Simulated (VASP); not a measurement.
Set up this calculation in VASP 6.6.1, as the native input.

* Task: single point
* Functional: LDA
* Potentials or basis: VASP PAW LDA potentials, release 64 (Ni)
* Cutoff: 520 eV
* k mesh: 22 × 22 × 22
* Occupations: gaussian, width 0.05 eV
* Spin: no spin polarisation
* Dipole correction: no
* Further INCAR settings: ALGO = Normal; EDIFF = 1e-07; NBANDS = 11

The structure of Ni lies in POSCAR:

```
Ni
1.0
    0.0000000000      1.7123229041      1.7123229041
    1.7123229041      0.0000000000      1.7123229041
    1.7123229041      1.7123229041      0.0000000000
Ni
1
Direct
    0.0000000000      0.0000000000      0.0000000000
```

One way to write it, as run:

INCAR

```
PREC = Accurate
ENCUT = 520
EDIFF = 1E-7
ISMEAR = 0
SIGMA = 0.05
LREAL = F
LASPH = T
NELM = 80
ALGO = Normal
ISIF = 2
LWAVE = F
LCHARG = T
LELF = T
LVHAR = T
NBANDS = 11
```

KPOINTS

```
regular mesh
0
Gamma
  22 22 22
```

Potentials or basis: VASP PAW LDA potentials, release 64 (Ni).

Run with:

```sh
$ cat potpaw_LDA.64/Ni/POTCAR > POTCAR
$ mpirun -np 1 vasp_std > vasp.out
```

Results of the run:

```json
{"Pressure": "-1.6 GPa", "Band gap on the k mesh": "zero (band 5 reaches 10.26 eV, above the bottom of band 6 at 9.19 eV)"}
```

Caveat: the run has no spin polarisation, though such a crystal can be magnetic.

Wall time 25 s on 1 thread of Intel(R) Xeon(R) Platinum 8259CL CPU @ 2.50GHz (Skylake/Cascade Lake), on a shared host, peak memory 0.14 GiB.
